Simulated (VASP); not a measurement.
Runs of VASP 6.6.1 on Ir. The structure is that of space group Fm-3m (No. 225), or close to it. The cells are those of the table. 

```csv
cell,k mesh,cutoff (eV),smearing,gap on the mesh (eV),pressure (GPa)
"a = 2.737 Å, angles 60.0°, 1 atom",18 × 18 × 18,520,gaussian 0.1 eV,none,0.6
"a = 2.740 Å, angles 60.0°, 1 atom",8 × 8 × 8,500,gaussian 0.1 eV,none,0.5
"a = 2.737 Å, angles 60.0°, 1 atom",20 × 20 × 20,520,gaussian 0.15 eV,none,0.5
"a = 2.737 Å, angles 60.0°, 1 atom",22 × 22 × 22,520,gaussian 0.15 eV,none,(a)
```

Alike in all rows: task single point; level PBE; potentials or basis VASP PAW PBE potentials, release 64 (Ir); no spin polarisation.

Question: Estimate the missing entries.

Answer: (a) 0.7.

Caveats: spin-orbit coupling is left out, which moves the levels of the heavy elements.

A k mesh can miss the band edges, and the runs leave out spin-orbit coupling on Ir.

A gap of «none» marks levels without a gap at the run's occupations.
